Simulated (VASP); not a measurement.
Crystal: CuO.

```
Cu O
1.0
     0.00000    2.32725    2.32725
     2.32725    0.00000    2.32725
     2.32725    2.32725    0.00000
Cu O
1 1
Cartesian
  0.0000 0.0000 0.0000
  1.1636 1.1636 1.1636
```

- Program: VASP 6.6.1
- Task: relaxation of cell and atoms
- Functional: LDA
- Potentials or basis: VASP PAW LDA potentials, release 64 (Cu, O)
- Cutoff: 600 eV
- k mesh: 8 × 8 × 8
- Occupations: fermi-dirac, width 0.05 eV
- Spin: no spin polarisation

At the start: pressure -20.4 GPa; volume 12.60 Å³/atom.

Question: How do energy, volume and symmetry change on relaxing?

Answer: Over 8 steps the energy falls by 148.3 meV/atom and the volume is 10.62 Å³/atom (-15.7 %); space group F-43m (No. 216, to 0.05 Å).

Step by step:
```tsv
step	energy change (eV)	largest force (eV/Å)	pressure (GPa)	volume (Å³)
1	0.0000	0.0000	-20.41	25.21
2	-0.2323	0.0000	15.01	19.79
3	-0.2967	0.0000	-0.12	21.26
4	-0.2966	0.0000	0.52	21.19
5	-0.2967	0.0000	-0.26	21.29
6	-0.2967	0.0000	-0.10	21.26
7	-0.2967	0.0000	0.08	21.25
8	-0.2967	0.0000	0.00	21.25
```

Final structure:
```yaml
crystal:
  lattice:
    - [0.00000, 2.19841, 2.19841]
    - [2.19841, 0.00000, 2.19841]
    - [2.19841, 2.19841, 0.00000]
  atoms:
    - { symbol: Cu, position: [0.00000, 0.00000, 0.00000] }
    - { symbol: O, position: [0.25000, 0.25000, 0.25000] }
```

Caveat: the volume moved by over 15 % at a fixed basis, so the end points are rough; an odd number of electrons without spin polarisation forces a metal; a magnetic or distorted state may lie lower.
